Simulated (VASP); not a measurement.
# BP (sol) (I-4m2) in VASP: a series of runs

Runs on BP (sol). Level: PBEsol. Tasks: relaxation of the atoms.

All numbers are computed with VASP 6.6.1; they aren't measurements. Logs are shortened: lines on timing, memory, paths and dates and some standing lists are left out, and cuts for length are marked.

**1. The cell of the first run**

Symmetry: I-4m2, No. 119, tetragonal system. Conventional cell: a = 3.164 Å, b = 3.164 Å, c = 4.547 Å, α = 90.00°, β = 90.00°, γ = 90.00°. Within 2.6 Å of B (site symmetry -4m2) lie 4 P at 1.95 Å. P (site symmetry -4m2) has 4 B at 1.95 Å within 2.6 Å.

**2. Relaxation of the atoms, PBEsol (strained cell)**

Contents of INCAR:

```
PREC = Accurate
ENCUT = 450
EDIFF = 1E-7
ISMEAR = 0
SIGMA = 0.02
LREAL = F
LASPH = T
NELM = 120
ALGO = Normal
ISIF = 2
LWAVE = F
LCHARG = F
GGA = PS
IBRION = 2
NSW = 60
EDIFFG = -0.002
GGA_COMPAT = F
NELMIN = 4
```

Contents of KPOINTS:

```
Automatic mesh
0
Gamma
  10 10 10
```

Contents of POSCAR:

```
BP
1.0
    0.0000000000      2.2375332127      2.2736953656
    2.2375332127      0.0000000000      2.2736953656
    2.2375332127      2.2375332127      0.0000000000
B P
1 1
Direct
    0.0000000000      0.0000000000      0.0000000000
    0.2500000000      0.2500000000      0.2500000000
```

Potentials or basis: VASP PAW PBE potentials, release 64 (B, P).

Command:

```console
cat potpaw_PBE.64/B/POTCAR potpaw_PBE.64/P/POTCAR > POTCAR
mpirun -np 1 vasp_std > vasp.out
```

OUTCAR:

```text
PREC = Accurate
   ENCUT = 450
   EDIFF = 1E-7
   ISMEAR = 0
   LREAL = F
   LASPH = T
   NELM = 120
   ISIF = 2
   GGA = PS
   IBRION = 2
   NSW = 60
   EDIFFG = -0.002
   NELMIN = 4

 ion  position               nearest neighbor table
   1  0.000  0.000  0.000-   2 1.95   2 1.95   2 1.95   2 1.95
   2  0.250  0.250  0.250-   1 1.95   1 1.95   1 1.95   1 1.95

  LATTYP: Found a body centered tetragonal cell.
 ALAT       =     3.1643498157
 C/A-ratio  =     1.4370695391

  Lattice vectors:

 A1 = (  -2.2375332127,   0.0000000000,   2.2736953656)
 A2 = (   2.2375332127,   0.0000000000,   2.2736953656)
 A3 = (   0.0000000000,   2.2375332127,  -2.2736953656)

Analysis of symmetry for initial positions (statically):
=====================================================================
 Subroutine PRICEL returns:
 Original cell was already a primitive cell.

 Routine SETGRP: Setting up the symmetry group for a
 body centered tetragonal supercell.

 Subroutine GETGRP returns: Found  8 space group operations
 (whereof  8 operations were pure point group operations)
 out of a pool of 16 trial point group operations.

The static configuration has the point symmetry D_2d.

Analysis of symmetry for dynamics (positions and initial velocities):
=====================================================================
 Subroutine PRICEL returns:
 Original cell was already a primitive cell.

 Routine SETGRP: Setting up the symmetry group for a
 body centered tetragonal supercell.

 Subroutine GETGRP returns: Found  8 space group operations
 (whereof  8 operations were pure point group operations)
 out of a pool of 16 trial point group operations.

The dynamic configuration has the point symmetry D_2d.

 Subroutine INISYM returns: Found  8 space group operations
 (whereof  8 operations are pure point group operations),
 and found     1 'primitive' translations

----------------------------------------------------------------------------------------

                                     Primitive cell

  volume of cell :      22.7668

  direct lattice vectors                    reciprocal lattice vectors
     0.000000000  2.237533213  2.273695366    -0.223460370  0.223460370  0.219906329
     2.237533213  0.000000000  2.273695366     0.223460370 -0.223460370  0.219906329
     2.237533213  2.237533213  0.000000000     0.223460370  0.223460370 -0.219906329

  length of vectors
     3.190022805  3.190022805  3.164349816     0.385003724  0.385003724  0.385003724

  position of ions in fractional coordinates (direct lattice)
     0.000000000  0.000000000  0.000000000
     0.250000000  0.250000000  0.250000000

  ion indices of the primitive-cell ions
   primitive index   ion index
                 1           1
                 2           2

----------------------------------------------------------------------------------------

 KPOINTS: Automatic mesh

Automatic generation of k-mesh.
 Grid dimensions read from file:
 generate k-points for:   10   10   10

 Generating k-lattice:

  Cartesian coordinates                     Fractional coordinates (reciprocal lattice)
    -0.022346037  0.022346037  0.021990633     0.100000000 -0.000000000  0.000000000
     0.022346037 -0.022346037  0.021990633    -0.000000000  0.100000000  0.000000000
     0.022346037  0.022346037 -0.021990633     0.000000000  0.000000000  0.100000000

  Length of vectors
     0.038500372  0.038500372  0.038500372

  Shift w.r.t. Gamma in fractional coordinates (k-lattice)
     0.000000000  0.000000000  0.000000000

 Subroutine IBZKPT returns following result:
 ===========================================

 Found    102 irreducible k-points:

 Following reciprocal coordinates:
            Coordinates               Weight
  0.000000  0.000000  0.000000      1.000000
  0.100000  0.000000  0.000000      8.000000
  0.200000  0.000000  0.000000      8.000000
  0.300000  0.000000  0.000000      8.000000
  0.400000 -0.000000  0.000000      8.000000
  0.500000  0.000000  0.000000      4.000000
[... 16 lines left out ...]
  0.300000  0.300000  0.000000      2.000000
  0.400000  0.300000  0.000000      8.000000
 [... further k-points ...]
   k-points           NKPTS =    102   k-points in BZ     NKDIM =    102   number of bands    NBANDS=      8
   number of dos      NEDOS =    301   number of ions     NIONS =      2
   total plane-waves  NPLWV =  13824
   dimension x,y,z NGX =    24 NGY =   24 NGZ =   24
   dimension x,y,z NGXF=    48 NGYF=   48 NGZF=   48
   ions per type =               1   1
   NGX,Y,Z   is equivalent  to a cutoff of  12.51, 12.51, 12.61 a.u.
   NGXF,Y,Z  is equivalent  to a cutoff of  25.01, 25.01, 25.22 a.u.
 SYSTEM =  unknown system
   PREC   = accura    normal or accurate (medium, high low for compatibility)
   ISTART =      0    job   : 0-new  1-cont  2-samecut
   ICHARG =      2    charge: 1-file 2-atom 10-const
   ISPIN  =      1    spin polarized calculation?
   LNONCOLLINEAR =      F non collinear calculations
   LSORBIT =      F    spin-orbit coupling
   LASPH  =      T    aspherical Exc in radial PAW
   ENCUT  =  450.0 eV  33.07 Ry    5.75 a.u.   5.52  5.52  5.47*2*pi/ulx,y,z
   NELM   =    120;   NELMIN=  4; NELMDL= -5     # of ELM steps
   EDIFF  = 0.1E-06   stopping-criterion for ELM
   LREAL  =      F    real-space projection
   EDIFFG = -.2E-02   stopping-criterion for IOM
   NSW    =     60    number of steps for IOM
   IBRION =      2    ionic relax: 0-MD 1-quasi-New 2-CG
   NFREE  =      1    steps in history (QN), initial steepest desc. (CG)
   ISIF   =      2    stress and relaxation
   ISYM   =      2    0-nonsym 1-usesym 2-fastsym
   POTIM  = 0.5000    time-step for ionic-motion
   TEBEG  =    0.0;   TEEND  =   0.0 temperature during run
   PSTRESS=    0.0 pullay stress
   NELECT =       8.0000    total number of electrons
   NUPDOWN=      -1.0000    fix difference up-down
   EMIN   =  10.00;   EMAX   =-10.00  energy-range for DOS
   EFERMI =   0.00;   METHOD = LEGACY
   ISMEAR =     0;   SIGMA  =   0.02  broadening in eV -4-tet -1-fermi 0-gaus
   EFERMI_NEDOS =   21; number of points for ismear=-14 and -15
   IALGO  =     38    algorithm
   IMIX   =      4    mixing-type and parameters
     AMIX     =   0.40;   BMIX     =  1.00
     AMIX_MAG =   1.60;   BMIX_MAG =  1.00
  volume/ion in A,a.u.               =      11.38        76.82
  Fermi-wavevector in a.u.,A,eV,Ry     =   1.155237  2.183081 18.157960  1.334572
  Thomas-Fermi vector in A             =   2.291867
   LORBIT       =      0    0 simple, 1 ext, 2 COOP (PROOUT), +10 PAW based schemes
   GGA     = PS    functional components
   LHFCALC =     F    Hartree Fock is set to
   AEXX    =    0.0000 exact exchange contribution
   IVDW    =     0    specifies the selected vdW correction
   LEPSILON=     F    determine dielectric tensor
   LRPA    =     F    only Hartree local field effects (RPA)
 conjugate gradient relaxation of ions
 non-spin polarized calculation
 Gauss-broadening in eV      SIGMA  =   0.02
  energy-cutoff  :      450.00
  volume of cell :       22.77
 maximum number of plane-waves:       531
 NGX is ok and might be reduce to    24
   NGX = 11   NGY = 11   NGZ = 11

 number of electron       8.0000001 magnetization

 Free energy of the ion-electron system (eV)
  ---------------------------------------------------
  ext. energy  EPLUGINS =         0.00000000
  ---------------------------------------------------
  free energy    TOTEN  =       -13.66695775 eV

  energy without entropy =      -13.66695775  energy(sigma->0) =      -13.66695775

 E-fermi :   7.8642     XC(G=0): -11.1553

 val. band max:        7.7687345017   @ k =   0.0000   0.0000   0.0000
 cond. band min:       8.7435936003   @ k =   0.4000   0.0000   0.4000
 fundamental gap:      0.9748590986
 Fermi energy:         7.8642347496

 k-point     1 :       0.0000    0.0000    0.0000
  band No.  band energies     occupation
      1      -8.0166      2.00000
      2       7.6069      2.00000
      3       7.7687      2.00000
      4       7.7687      2.00000
      5      11.0830      0.00000
      6      11.0830      0.00000
      7      11.1705      0.00000
      8      15.4475      0.00000

 k-point     2 :       0.1000    0.0000    0.0000
  band No.  band energies     occupation
      1      -7.8319      2.00000
      2       6.3785      2.00000
      3       7.3533      2.00000
      4       7.4694      2.00000
      5      11.4961      0.00000
      6      11.5089      0.00000
      7      11.6342      0.00000
      8      15.9382      0.00000

 k-point     3 :       0.2000    0.0000    0.0000
  band No.  band energies     occupation
      1      -7.2845      2.00000
      2       3.9876      2.00000
      3       6.7618      2.00000
      4       6.9100      2.00000
      5      11.7824      0.00000
      6      12.2648      0.00000
      7      12.2864      0.00000
      8      17.0046      0.00000

 k-point     4 :       0.3000    0.0000    0.0000
  band No.  band energies     occupation
      1      -6.4026      2.00000
      2       1.5721      2.00000
      3       6.2467      2.00000
      4       6.4277      2.00000
      5      11.7125      0.00000
      6      12.5476      0.00000
      7      12.6186      0.00000
      8      17.7430      0.00000

 k-point     5 :       0.4000   -0.0000    0.0000
  band No.  band energies     occupation
      1      -5.2945      2.00000
      2      -0.5092      2.00000
      3       5.9199      2.00000
      4       6.1252      2.00000
      5      11.6008      0.00000
      6      12.4330      0.00000
      7      12.5462      0.00000
      8      17.8024      0.00000

 k-point     6 :       0.5000    0.0000    0.0000
  band No.  band energies     occupation
      1      -4.5657      2.00000
      2      -1.5693      2.00000
      3       5.8094      2.00000
      4       6.0237      2.00000
      5      11.5543      0.00000
      6      12.3473      0.00000
      7      12.4657      0.00000
      8      17.7343      0.00000

 k-point     7 :       0.1000    0.1000    0.0000
  band No.  band energies     occupation
      1      -7.7754      2.00000
      2       6.8282      2.00000
      3       6.8965      2.00000
      4       6.8965      2.00000
      5      10.7278      0.00000
      6      12.2350      0.00000
      7      12.2350      0.00000
      8      15.7286      0.00000
[... 133 lines left out ...]
 k-point    20 :      -0.4000    0.2000    0.0000
  band No.  band energies     occupation
      1      -4.0871      2.00000
      2      -0.9136      2.00000
      3       2.9431      2.00000
      4       5.2718      2.00000
      5      11.0860      0.00000
      6      14.4313      0.00000
      7      14.7060      0.00000
      8      18.0949      0.00000

 k-point    21 :      -0.3000    0.2000    0.0000
  band No.  band energies     occupation
      1      -5.0472      2.00000
      2       0.5321      2.00000
      3       2.8263      2.00000
      4       5.8613      2.00000
      5      11.6969      0.00000
      6      13.8964      0.00000
      7      14.5959      0.00000
      8      17.1242      0.00000

 k-point    22 :      -0.2000    0.2000    0.0000
  band No.  band energies     occupation
      1      -6.0854      2.00000
      2       2.3355      2.00000
      3       3.3187      2.00000
      4       6.5533      2.00000
      5      12.3170      0.00000
      6      13.0513      0.00000
      7      14.0432      0.00000
      8      16.1136      0.00000

 k-point    23 :       0.3000    0.3000    0.0000
  band No.  band energies     occupation
      1      -5.8919      2.00000
      2       2.7257      2.00000
      3       4.4886      2.00000
      4       4.4886      2.00000
      5       9.2537      0.00000
      6      11.5203      0.00000
      7      16.7098      0.00000
      8      16.7098      0.00000

 k-point    24 :       0.4000    0.3000    0.0000
  band No.  band energies     occupation
      1      -5.0548      2.00000
      2       1.4050      2.00000
      3       3.5735      2.00000
      4       4.1955      2.00000
      5       9.5415      0.00000
      6      11.3078      0.00000
      7      17.3372      0.00000
      8      17.3590      0.00000

 [... further k-points ...]
[... 5 lines left out ...]
  --------------------------------------------------------------------------------------
  -------------------------------------------------------------------------------------
  Total        0.5747780      0.5747780     -0.0502863      0.0000000     -0.0000000      0.0000000
  in kB       40.4491555     40.4491555     -3.5388223      0.0000000     -0.0000000      0.0000000
  external PRESSURE =      25.7864963 kB  Pullay stress =       0.0000000 kB

 VOLUME and BASIS-vectors are now :
 -----------------------------------------------------------------------------
  energy-cutoff  :      450.00
  volume of cell :       22.77
      direct lattice vectors                 reciprocal lattice vectors
     0.000000000  2.237533213  2.273695366    -0.223460370  0.223460370  0.219906329
     2.237533213  0.000000000  2.273695366     0.223460370 -0.223460370  0.219906329
     2.237533213  2.237533213  0.000000000     0.223460370  0.223460370 -0.219906329

 POSITION                                       TOTAL-FORCE (eV/Angst)
 -----------------------------------------------------------------------------------
      0.00000      0.00000      0.00000         0.000000      0.000000     -0.000000
      1.11877      1.11877      1.13685        -0.000000     -0.000000      0.000000
 -----------------------------------------------------------------------------------
    total drift:                               -0.000000     -0.000000      0.000000

  FREE ENERGIE OF THE ION-ELECTRON SYSTEM (eV)
  ---------------------------------------------------
  free  energy   TOTEN  =       -13.6669577528 eV

  energy  without entropy=      -13.6669577528  energy(sigma->0) =      -13.66695775

 reached required accuracy - stopping structural energy minimisation
```

Wall time 7.6 s (1 thread of Intel Xeon 6975P-C (Granite Rapids), shared host); peak memory 0.14 GiB.

Results:

```
Free energy             : -13.6670 eV
Pressure after relaxing : 2.6 GPa
Band gap on the k mesh  : 0.97 eV, indirect (least direct gap 3.31 eV)
```

Final structure:
```
CELL_PARAMETERS angstrom
0.00000 2.23753 2.27370
2.23753 0.00000 2.27370
2.23753 2.23753 0.00000
ATOMIC_POSITIONS crystal
B 0.00000 0.00000 0.00000
P 0.25000 0.25000 0.25000
```

Caveat: the cell differs from its parent crystal (strained cell); the relaxation stopped at its first step, so nothing moved; the PAW data sets were made with another functional, which shifts forces and pressure a little.

[end of part 1 of 2]
